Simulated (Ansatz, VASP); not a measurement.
# SnO2 in VASP and in Ansatz

The input INCAR:

```
SYSTEM = SnO2
  PREC = Accurate
  ENCUT = 600
  EDIFF = 1E-7
  ISMEAR = -1
  SIGMA = 0.05
  LREAL = .False.
  LASPH = .True.
  NELM = 60
  ALGO = Normal
  ISIF = 3
  LWAVE = .False.
  LCHARG = .False.
  GGA = PE
  IBRION = 2
  NSW = 60
  EDIFFG = -0.005
```

Contents of KPOINTS:

```
Automatic mesh
0
Gamma
  8 8 11
  0 0 0
```

Contents of POSCAR:

```
SnO2
1.0
    4.5821571838      0.0000000000      0.0000000000
    0.0000000000      4.5821571838      0.0000000000
    0.0000000000      0.0000000000      3.0242237413
Sn O
2 4
Direct
    0.0000000000      0.0000000000      0.0000000000
    0.5000000000      0.5000000000      0.5000000000
    0.3050000000      0.3050000000      0.0000000000
    0.6950000000      0.6950000000      0.0000000000
    0.8050000000      0.1950000000      0.5000000000
    0.1950000000      0.8050000000      0.5000000000
```

Input for Ansatz:

```yaml
crystal:
  lattice:
    - [4.5821571838, 0.0, 0.0]
    - [0.0, 4.5821571838, 0.0]
    - [0.0, 0.0, 3.0242237413]
  atoms:
    - { symbol: Sn, position: [0.0, 0.0, 0.0] }
    - { symbol: Sn, position: [0.5, 0.5, 0.5] }
    - { symbol: O, position: [0.305, 0.305, 0.0] }
    - { symbol: O, position: [0.695, 0.695, 0.0] }
    - { symbol: O, position: [0.805, 0.195, 0.5] }
    - { symbol: O, position: [0.195, 0.805, 0.5] }
kpoints:
  mp_grid: { grid: [8, 8, 11] }
scf:
  occupations: { method: fermi_dirac, width: 0.05 }
hamiltonian:
  xc: pbe
  pseudopotentials: { kind: paw }
output:
  forces: true
  stress: true
relax:
  f_tol: 0.005
  max_steps: 40
  cell: {}
```

Alike in both runs: task relaxation of cell and atoms; functional PBE; k mesh 8 × 8 × 11; occupations fermi-dirac, width 0.05 eV; no spin polarisation.

```csv
,VASP,Ansatz
version,VASP 6.6.1,Ansatz 0.2.0
potentials or method,"VASP PAW PBE potentials, release 64 (Sn_d, O)","PAW with Ansatz's default frozen-core files, scalar-relativistic"
plane-wave cutoff (eV),600,420
valence electrons in the cell,52,52
```

Ansatz gave:

```
relaxed volume (Å³/atom)                                        : 12.58
relaxed length of the cell vector where the two differ most in proportion (Å) : 3.238
```

Question: What did VASP give for the same quantities?

Answer: Relaxed volume (Å³/atom): 12.62; relaxed length of the cell vector where the two differ most in proportion (Å): 3.242.

Noted on VASP's run: the volume moved by over 15 % at a fixed basis, so the end points are rough.
